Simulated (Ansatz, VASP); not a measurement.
## Te3Pb4Se in VASP and in Ansatz

Contents of INCAR:

```
PREC = Accurate
ENCUT = 520
EDIFF = 1E-7
ISMEAR = 0
SIGMA = 0.01
LREAL = F
LASPH = T
NELM = 80
ALGO = Normal
ISIF = 2
LWAVE = F
LCHARG = F
GGA = PE
NBANDS = 50
```

Contents of KPOINTS:

```
Automatic mesh
0
Gamma
  6 6 6
```

POSCAR

```
Te3Pb4Se
1.0
    6.4917536291      0.0000000000      0.0000000000
    0.0000000000      6.4917536291      0.0000000000
    0.0000000000      0.0000000000      6.4917536291
Te Pb Se
3 4 1
Direct
    0.5000000000      0.0000000000      0.0000000000
    0.0000000000      0.0000000000      0.5000000000
    0.0000000000      0.5000000000      0.0000000000
    0.0000000000      0.5000000000      0.5000000000
    0.5000000000      0.5000000000      0.0000000000
    0.0000000000      0.0000000000      0.0000000000
    0.5000000000      0.0000000000      0.5000000000
    0.5000000000      0.5000000000      0.5000000000
```

Input for Ansatz:

```yaml
crystal:
  lattice:
    - [6.4917536291, 0.0, 0.0]
    - [0.0, 6.4917536291, 0.0]
    - [0.0, 0.0, 6.4917536291]
  atoms:
    - { symbol: Te, position: [0.5, 0.0, 0.0] }
    - { symbol: Te, position: [0.0, 0.0, 0.5] }
    - { symbol: Te, position: [0.0, 0.5, 0.0] }
    - { symbol: Pb, position: [0.0, 0.5, 0.5] }
    - { symbol: Pb, position: [0.5, 0.5, 0.0] }
    - { symbol: Pb, position: [0.0, 0.0, 0.0] }
    - { symbol: Pb, position: [0.5, 0.0, 0.5] }
    - { symbol: Se, position: [0.5, 0.5, 0.5] }
basis:
  ecutwfc: 420
kpoints:
  mp_grid: { grid: [6, 6, 6] }
  band_path:
    path:
      - [[0.0, 0.0, 0.0], [0.0, 0.5, 0.0], [0.5, 0.5, 0.0], [0.0, 0.0, 0.0], [0.5, 0.5, 0.5], [0.0, 0.5, 0.0]]
      - [[0.5, 0.5, 0.5], [0.5, 0.5, 0.0]]
    npoints: 14
hamiltonian:
  xc: pbe
scf:
  occupations: { method: gaussian, width: 0.01 }
  n_extra_bands: 20
output:
  forces: true
  stress: true
  eigenvalues: true
  populations: true
  dos: { projected: true, de: 0.02, nscf_kmesh: { grid: [8, 8, 8] } }
  bader: true
  write_density: true
  write_potential: true
  elf: true
  volumetric_format: npy
```

Alike in both runs: task single point; functional PBE; k mesh 6 × 6 × 6; occupations gaussian, width 0.01 eV; no spin polarisation.

```csv
,VASP,Ansatz
version,VASP 6.6.1,Ansatz 0.2.0
potentials or method,"VASP PAW PBE potentials, release 64 (Te, Pb_d, Se), cutoff 520 eV","scalar-relativistic, plane waves, PAW"
valence electrons in the cell,80,120
```

|  | VASP | Ansatz | Ansatz less VASP |
| --- | --- | --- | --- |
| gap on the k mesh at the Fermi level (eV) | 0.20 | 0.20 | -0.003 |
| least direct gap on the mesh (eV) | 0.20 | 0.20 | -0.003 |
| pressure (GPa) | 0.0 | 0.0 | +0.04 |

VASP's potentials hold 80 valence electrons a cell and Ansatz's 120, so a difference there can come from the potentials and not from the codes.

Spin-orbit coupling is off throughout.
